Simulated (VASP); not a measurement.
Wanted: the native input for a VASP 6.6.1 run.

```
Task                   : relaxation of cell and atoms
Functional             : PBE
Potentials or basis    : VASP PAW PBE potentials, release 64 (Na_pv, Al, O)
Cutoff                 : 600 eV
k mesh                 : 12 × 12 × 12
Occupations            : gaussian, width 0.1 eV
Spin                   : no spin polarisation
Dipole correction      : no
Further INCAR settings : ALGO = Normal; EDIFF = 1e-07; IBRION = 2; EDIFFG = -0.01; NSW = 100; ISIF = 3
```

The structure of Na2Al2O lies in POSCAR:

```
Na2Al2O
1.0
    2.2071152907      1.2742786072      6.5837210599
   -2.2071152907      1.2742786072      6.5837210599
    0.0000000000     -2.5485572145      6.5837210599
Na Al O
2 2 1
Direct
    0.6131387625      0.6131387625      0.6131387625
    0.3868612375      0.3868612375      0.3868612375
    0.1870339961      0.1870339961      0.1870339961
    0.8129660039      0.8129660039      0.8129660039
    0.5000000000      0.5000000000      0.5000000000
```

The input as run:

INCAR

```
SYSTEM = Na2Al2O
PREC = Accurate
ENCUT = 600
EDIFF = 1E-7
ISMEAR = 0
SIGMA = 0.1
LREAL = .False.
LASPH = .True.
NELM = 100
ALGO = Normal
ISIF = 3
LWAVE = .False.
LCHARG = .False.
GGA = PE
IBRION = 2
NSW = 100
EDIFFG = -0.01
```

KPOINTS

```
Automatic mesh
0
Gamma
  12 12 12
  0 0 0
```

Potentials or basis: VASP PAW PBE potentials, release 64 (Na_pv, Al, O).

Run with:

```console
$ cat potpaw_PBE.64/Na_pv/POTCAR potpaw_PBE.64/Al/POTCAR potpaw_PBE.64/O/POTCAR > POTCAR
$ mpirun -np 1 vasp_std > vasp.out
```

It gave:

| Quantity | Value |
| --- | --- |
| Relaxed volume | 22.07 Å³/atom |
| Relaxed cell | a = 7.423 Å, b = 7.423 Å, c = 7.423 Å, α = 33.39°, β = 33.39°, γ = 33.39° |
| Space group after relaxing (to 0.05 Å) | R-3m (No. 166) |
| Energy gained by relaxing | 2.0 meV/atom |
| Ionic steps | 15 |
| Pressure after relaxing | 0.0 GPa |
| Largest force after relaxing | 0.007 eV/Å |
| Band gap on the k mesh | zero (band 13 reaches 3.64 eV, above the bottom of band 14 at 2.47 eV) |

Run time: 95 min on 1 thread of Intel(R) Xeon(R) Platinum 8488C (Sapphire Rapids), on a shared host, peak memory 0.76 GiB.
